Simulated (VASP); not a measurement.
# TiS2 (P-3m1) in VASP: single point with HSE06

Aim: the single point of TiS2 with HSE06.

Program: VASP 6.6.1. These are calculated values, not measurements. Logs are shortened: lines on timing, memory, paths and dates and some standing lists are left out, and cuts for length are marked.

## (1) The cell of the first run

The structure is trigonal, space group P-3m1 (No. 164). The conventional cell has a = 3.508 Å, b = 3.508 Å, c = 5.903 Å, α = 90.00°, β = 90.00°, γ = 120.00°. Ti (site symmetry -3m) has 6 S at 2.45 Å within 3.2 Å. Within 3.2 Å of S (site symmetry 3m) lie 3 Ti at 2.45 Å.

## (2) Single point, HSE06 (strain +2.9%)

Input file POSCAR:

```
TiS2
1.0
    3.5084857968      0.0000000000      0.0000000000
   -1.7542428984      3.0384378289      0.0000000000
    0.0000000000      0.0000000000      5.9034214770
Ti S
1 2
Direct
    0.0000000000      0.0000000000      0.0000000000
    0.3333333333      0.6666666667      0.2322505159
    0.6666666667      0.3333333333      0.7677494841
```

Input file INCAR.step1:

```
SYSTEM = TiS2
PREC     = Accurate       ! precision mode
ENCUT    = 400            ! plane-wave cutoff, eV
EDIFF    = 1E-5           ! SCF threshold, eV
ISMEAR   = 0              ! smearing method
SIGMA    = 0.01           ! smearing width, eV
LREAL    = .False.        ! projectors in reciprocal space
LASPH    = .True.         ! aspherical terms in the spheres
NELM     = 120            ! most SCF steps
ALGO     = Normal         ! electronic algorithm
ISIF     = 2              ! what is computed and relaxed
LWAVE    = .True.         ! write WAVECAR
NBANDS   = 19             ! bands
GGA      = PE             ! functional
GGA_COMPAT= .False.
```

Input file INCAR.step2:

```
SYSTEM = TiS2
PREC     = Accurate       ! precision mode
ENCUT    = 400            ! plane-wave cutoff, eV
EDIFF    = 1E-6           ! SCF threshold, eV
ISMEAR   = 0              ! smearing method
SIGMA    = 0.01           ! smearing width, eV
LREAL    = .False.        ! projectors in reciprocal space
LASPH    = .True.         ! aspherical terms in the spheres
NELM     = 120            ! most SCF steps
ALGO     = Normal         ! electronic algorithm
ISIF     = 2              ! what is computed and relaxed
LWAVE    = .False.        ! write WAVECAR
LCHARG   = .True.         ! write CHGCAR
GGA      = PE             ! functional
LHFCALC  = .True.         ! exact exchange
HFSCREEN = 0.2079         ! screening, 1/A
PRECFOCK = Normal       
LELF     = .True.         ! ELF
LVHAR    = .True.       
NBANDS   = 19             ! bands
ISTART   = 1            
GGA_COMPAT= .False.
```

Input file KPOINTS:

```
Automatic mesh
0
Gamma
  6 6 4
  0 0 0
```

Potentials or basis: VASP PAW PBE potentials, release 64 (Ti_sv, S).

On the command line:

```bash
$ cat potpaw_PBE.64/Ti_sv/POTCAR potpaw_PBE.64/S/POTCAR > POTCAR
$ cp INCAR.step1 INCAR
$ mpirun -np 1 vasp_std > vasp.out
$ cp INCAR.step2 INCAR
$ mpirun -np 1 vasp_std > vasp.out
```

OUTCAR:

```text
SYSTEM = TiS2
   PREC = Accurate
   ENCUT = 400
   EDIFF = 1E-6
   ISMEAR = 0
   LREAL = .False.
   LASPH = .True.
   NELM = 120
   ISIF = 2
   GGA = PE
   LHFCALC = .True.
   HFSCREEN = 0.2079
   PRECFOCK = Normal
   ISTART = 1

 ion  position               nearest neighbor table
   1  0.000  0.000  0.000-   2 2.45   3 2.45   3 2.45   2 2.45   3 2.45   2 2.45
   2  0.333  0.667  0.232-   1 2.45   1 2.45   1 2.45
   3  0.667  0.333  0.768-   1 2.45   1 2.45   1 2.45

  LATTYP: Found a hexagonal cell.
 ALAT       =     3.5084857968
 C/A-ratio  =     1.6826123345

  Lattice vectors:

 A1 = (   3.5084857968,   0.0000000000,   0.0000000000)
 A2 = (  -1.7542428984,   3.0384378289,   0.0000000000)
 A3 = (   0.0000000000,   0.0000000000,   5.9034214770)

Analysis of symmetry for initial positions (statically):
=====================================================================
 Subroutine PRICEL returns:
 Original cell was already a primitive cell.

 Routine SETGRP: Setting up the symmetry group for a
 hexagonal supercell.

 Subroutine GETGRP returns: Found 12 space group operations
 (whereof 12 operations were pure point group operations)
 out of a pool of 24 trial point group operations.

The static configuration has the point symmetry D_3d.

Analysis of symmetry for dynamics (positions and initial velocities):
=====================================================================
 Subroutine PRICEL returns:
 Original cell was already a primitive cell.

 Routine SETGRP: Setting up the symmetry group for a
 hexagonal supercell.

 Subroutine GETGRP returns: Found 12 space group operations
 (whereof 12 operations were pure point group operations)
 out of a pool of 24 trial point group operations.

The dynamic configuration has the point symmetry D_3d.

 Subroutine INISYM returns: Found 12 space group operations
 (whereof 12 operations are pure point group operations),
 and found     1 'primitive' translations

----------------------------------------------------------------------------------------

                                     Primitive cell

  volume of cell :      62.9323

  direct lattice vectors                    reciprocal lattice vectors
     3.508485797  0.000000000  0.000000000     0.285023243  0.164558246  0.000000000
    -1.754242898  3.038437829  0.000000000     0.000000000  0.329116492  0.000000000
     0.000000000  0.000000000  5.903421477     0.000000000  0.000000000  0.169393292

  length of vectors
     3.508485797  3.508485797  5.903421477     0.329116492  0.329116492  0.169393292

  position of ions in fractional coordinates (direct lattice)
     0.000000000  0.000000000  0.000000000
     0.333333333  0.666666667  0.232250516
     0.666666667  0.333333333  0.767749484

  ion indices of the primitive-cell ions
   primitive index   ion index
                 1           1
                 2           2
                 3           3

----------------------------------------------------------------------------------------

 KPOINTS: Automatic mesh

Automatic generation of k-mesh.
 Grid dimensions read from file:
 generate k-points for:    6    6    4

 Generating k-lattice:

  Cartesian coordinates                     Fractional coordinates (reciprocal lattice)
     0.047503874  0.027426374  0.000000000     0.166666667  0.000000000  0.000000000
     0.000000000  0.054852749  0.000000000     0.000000000  0.166666667  0.000000000
     0.000000000  0.000000000  0.042348323     0.000000000  0.000000000  0.250000000

  Length of vectors
     0.054852749  0.054852749  0.042348323

  Shift w.r.t. Gamma in fractional coordinates (k-lattice)
     0.000000000  0.000000000  0.000000000

 Subroutine IBZKPT returns following result:
 ===========================================

 Found     24 irreducible k-points:

 Following reciprocal coordinates:
            Coordinates               Weight
  0.000000  0.000000  0.000000      1.000000
  0.166667  0.000000  0.000000      6.000000
  0.333333 -0.000000  0.000000      6.000000
  0.500000 -0.000000  0.000000      3.000000
  0.166667  0.166667  0.000000      6.000000
  0.333333  0.166667  0.000000     12.000000
[... 16 lines left out ...]
  0.333333  0.166667  0.500000     12.000000
  0.333333  0.333333  0.500000      2.000000
   k-points           NKPTS =     24   k-points in BZ     NKDIM =    144   number of bands    NBANDS=     19
   number of dos      NEDOS =    301   number of ions     NIONS =      3
   total plane-waves  NPLWV =  23040
   dimension x,y,z NGX =    24 NGY =   24 NGZ =   40
   dimension x,y,z NGXF=    48 NGYF=   48 NGZF=   80
   ions per type =               1   2
   NGX,Y,Z   is equivalent  to a cutoff of  11.37, 11.37, 11.26 a.u.
   NGXF,Y,Z  is equivalent  to a cutoff of  22.74, 22.74, 22.53 a.u.
 SYSTEM =  TiS2
   PREC   = accura    normal or accurate (medium, high low for compatibility)
   ISTART =      1    job   : 0-new  1-cont  2-samecut
   ICHARG =      0    charge: 1-file 2-atom 10-const
   ISPIN  =      1    spin polarized calculation?
   LNONCOLLINEAR =      F non collinear calculations
   LSORBIT =      F    spin-orbit coupling
   LASPH  =      T    aspherical Exc in radial PAW
   ENCUT  =  400.0 eV  29.40 Ry    5.42 a.u.   5.72  5.72  9.63*2*pi/ulx,y,z
   NELM   =    120;   NELMIN=  2; NELMDL=  0     # of ELM steps
   EDIFF  = 0.1E-05   stopping-criterion for ELM
   LREAL  =      F    real-space projection
   EDIFFG = 0.1E-04   stopping-criterion for IOM
   NSW    =      0    number of steps for IOM
   IBRION =     -1    ionic relax: 0-MD 1-quasi-New 2-CG
   NFREE  =      0    steps in history (QN), initial steepest desc. (CG)
   ISIF   =      2    stress and relaxation
   ISYM   =      3    0-nonsym 1-usesym 2-fastsym
   POTIM  = 0.5000    time-step for ionic-motion
   TEBEG  =    0.0;   TEEND  =   0.0 temperature during run
   PSTRESS=    0.0 pullay stress
   NELECT =      24.0000    total number of electrons
   NUPDOWN=      -1.0000    fix difference up-down
   EMIN   =  10.00;   EMAX   =-10.00  energy-range for DOS
   EFERMI =   0.00;   METHOD = LEGACY
   ISMEAR =     0;   SIGMA  =   0.01  broadening in eV -4-tet -1-fermi 0-gaus
   EFERMI_NEDOS =   21; number of points for ismear=-14 and -15
   IALGO  =     38    algorithm
   IMIX   =      1    mixing-type and parameters
     AMIX     =   0.40;   BMIX     =  1.00
     AMIX_MAG =   1.60;   BMIX_MAG =  1.00
  volume/ion in A,a.u.               =      20.98       141.56
  Fermi-wavevector in a.u.,A,eV,Ry     =   1.187191  2.243466 19.176359  1.409423
  Thomas-Fermi vector in A             =   2.323348
   LORBIT       =      0    0 simple, 1 ext, 2 COOP (PROOUT), +10 PAW based schemes
   GGA     = PE    functional components
   LHFCALC =     T    Hartree Fock is set to
   PRECFOCK=normal    Normal, Fast or Accurate (Low or Medium for compatibility)
   ENCUT4O =  -1.0   cutoff for four orbital integrals eV
   NKREDX  =     1    reduce k-point grid by
   NKREDY  =     1    reduce k-point grid by
   NKREDZ  =     1    reduce k-point grid by
   AEXX    =    0.2500 exact exchange contribution
   HFSCREEN=    0.2079 screening length (either q_TF or 0.3 A-1)
   HFSCREENC=   0.2079 screening length for correlation (either q_TF or 0.3 A-1)
   ENCUTFOCK=  -1.0 apply spherical cutoff to Coloumb kernel
   IVDW    =     0    specifies the selected vdW correction
   LEPSILON=     F    determine dielectric tensor
   LRPA    =     F    only Hartree local field effects (RPA)
 non-spin polarized calculation
 Gauss-broadening in eV      SIGMA  =   0.01
  energy-cutoff  :      400.00
  volume of cell :       62.93
 maximum number of plane-waves:      1172
 NGX is ok and might be reduce to    24
  NGX = 18; NGY = 18; NGZ = 30

 number of electron      24.0000001 magnetization

 Free energy of the ion-electron system (eV)
  ---------------------------------------------------
  ext. energy  EPLUGINS =         0.00000000
  ---------------------------------------------------
  free energy    TOTEN  =       -24.17733402 eV

  energy without entropy =      -24.17733402  energy(sigma->0) =      -24.17733402

 E-fermi :   4.1322     XC(G=0):  -7.9450

 val. band max:        3.8978396895   @ k =   0.0000   0.0000   0.0000
 cond. band min:       4.8974784527   @ k =   0.5000  -0.0000   0.5000
 fundamental gap:      0.9996387632
 Fermi energy:         4.1322172965

 k-point     1 :       0.0000    0.0000    0.0000
  band No.  band energies     occupation
      1     -58.6738      2.00000
      2     -33.2464      2.00000
      3     -33.1830      2.00000
      4     -33.1830      2.00000
      5     -10.9425      2.00000
      6      -9.2070      2.00000
[... 11 lines left out ...]
     18      10.7883      0.00000
     19      11.3010      0.00000

 k-point     2 :       0.1667    0.0000    0.0000
  band No.  band energies     occupation
      1     -58.6716      2.00000
      2     -33.2418      2.00000
      3     -33.2117      2.00000
      4     -33.1898      2.00000
      5     -10.6244      2.00000
      6      -9.1634      2.00000
[... 11 lines left out ...]
     18      12.0463      0.00000
     19      12.5069      0.00000

 k-point     3 :       0.3333   -0.0000    0.0000
  band No.  band energies     occupation
      1     -58.6670      2.00000
      2     -33.2689      2.00000
      3     -33.2324      2.00000
      4     -33.2034      2.00000
      5      -9.8611      2.00000
      6      -9.1000      2.00000
[... 11 lines left out ...]
     18      11.8962      0.00000
     19      12.8106      0.00000

 k-point     4 :       0.5000   -0.0000    0.0000
  band No.  band energies     occupation
      1     -58.6643      2.00000
      2     -33.2973      2.00000
      3     -33.2278      2.00000
      4     -33.2102      2.00000
      5      -9.2733      2.00000
      6      -9.1947      2.00000
[... 11 lines left out ...]
     18      11.6182      0.00000
     19      12.0656      0.00000

 k-point     5 :       0.1667    0.1667    0.0000
  band No.  band energies     occupation
      1     -58.6679      2.00000
      2     -33.2492      2.00000
      3     -33.2349      2.00000
      4     -33.2054      2.00000
      5     -10.0791      2.00000
      6      -9.1057      2.00000
[... 11 lines left out ...]
     18      13.0181      0.00000
     19      13.6642      0.00000
[... 334 lines left out ...]
      2     -33.2972      2.00000
      3     -33.2277      2.00000
      4     -33.2102      2.00000
      5      -9.3506      2.00000
      6      -9.0977      2.00000
[... 11 lines left out ...]
     18      10.7723      0.00000
     19      11.6000      0.00000

 k-point    22 :       0.1667    0.1667    0.5000
  band No.  band energies     occupation
      1     -58.6679      2.00000
      2     -33.2492      2.00000
      3     -33.2348      2.00000
      4     -33.2054      2.00000
      5      -9.9023      2.00000
      6      -9.3298      2.00000
[... 11 lines left out ...]
     18      12.9893      0.00000
     19      13.6103      0.00000

 k-point    23 :       0.3333    0.1667    0.5000
  band No.  band energies     occupation
      1     -58.6644      2.00000
      2     -33.2826      2.00000
      3     -33.2280      2.00000
      4     -33.2248      2.00000
      5      -9.3162      2.00000
      6      -9.1510      2.00000
[... 11 lines left out ...]
     18      11.8664      0.00000
     19      12.5779      0.00000

 k-point    24 :       0.3333    0.3333    0.5000
  band No.  band energies     occupation
      1     -58.6632      2.00000
      2     -33.2625      2.00000
      3     -33.2625      2.00000
      4     -33.2258      2.00000
      5      -9.0985      2.00000
      6      -9.0985      2.00000
[... 11 lines left out ...]
     18      12.8529      0.00000
     19      12.8529      0.00000

------------------------ aborting loop because EDIFF is reached ----------------------------------------

  FORCE on cell =-STRESS in cart. coord.  units (eV):
  Direction    XX          YY          ZZ          XY          YZ          ZX
  --------------------------------------------------------------------------------------
  -------------------------------------------------------------------------------------
  Total       -2.1154337     -2.1154337     -0.3903669     -0.0000000      0.0000000      0.0000000
  in kB      -53.8562517    -53.8562517     -9.9382461     -0.0000000      0.0000000      0.0000000
  external PRESSURE =     -39.2169165 kB  Pullay stress =       0.0000000 kB

 VOLUME and BASIS-vectors are now :
 -----------------------------------------------------------------------------
  energy-cutoff  :      400.00
  volume of cell :       62.93
      direct lattice vectors                 reciprocal lattice vectors
     3.508485797  0.000000000  0.000000000     0.285023243  0.164558246  0.000000000
    -1.754242898  3.038437829  0.000000000     0.000000000  0.329116492  0.000000000
     0.000000000  0.000000000  5.903421477     0.000000000  0.000000000  0.169393292

 POSITION                                       TOTAL-FORCE (eV/Angst)
 -----------------------------------------------------------------------------------
      0.00000      0.00000      0.00000        -0.000000      0.000000      0.000000
     -0.00000      2.02563      1.37107         0.000000      0.000000     -0.221328
      1.75424      1.01281      4.53235        -0.000000     -0.000000      0.221328
 -----------------------------------------------------------------------------------
    total drift:                               -0.000000     -0.000000      0.000002

  FREE ENERGIE OF THE ION-ELECTRON SYSTEM (eV)
  ---------------------------------------------------
  free  energy   TOTEN  =       -24.1773340163 eV

  energy  without entropy=      -24.1773340163  energy(sigma->0) =      -24.17733402
```

It took 43 min on 1 thread of Intel Xeon Platinum 8559C (Emerald Rapids), shared host; peak memory 0.28 GiB.

What came out:

* Free energy: -24.1773 eV
* Pressure: -3.9 GPa
* Largest force: 0.221 eV/Å
* Band gap on the k mesh: 1.00 eV (least direct gap 1.29 eV)

Forces on the atoms (eV/Å):
```
Ti   0.000  0.000  0.000
S    0.000  0.000 -0.221
S    0.000  0.000  0.221
```

Levels at points of the mesh, in eV from the valence-band top:
| k point | band 9 | band 10 | band 11 | band 12 | band 13 | band 14 | band 15 | band 16 |
| --- | --- | --- | --- | --- | --- | --- | --- | --- |
| (0.00, 0.00, 0.00) | -3.28 | -0.08 | 0.00 | 0.00 | 1.29 | 1.29 | 2.12 | 4.41 |
| (0.50, 0.00, 0.00) | -3.01 | -2.89 | -2.40 | -1.78 | 1.16 | 2.41 | 2.78 | 4.54 |
| (0.00, 0.00, 0.50) | -3.26 | -1.98 | -0.10 | -0.10 | 1.28 | 1.28 | 2.53 | 4.60 |
| (0.50, 0.00, 0.50) | -3.12 | -2.82 | -1.60 | -1.39 | 1.00 | 2.40 | 2.76 | 4.32 |

Caveat: the cell differs from its parent crystal (strain +2.9%); the cell stands under tension; the PAW data sets were made with another functional, which shifts forces and pressure a little; this functional lacks dispersion, which binds layers or chains, so the pressure and a relaxed spacing across them are unreliable. A k mesh can miss the band edges.
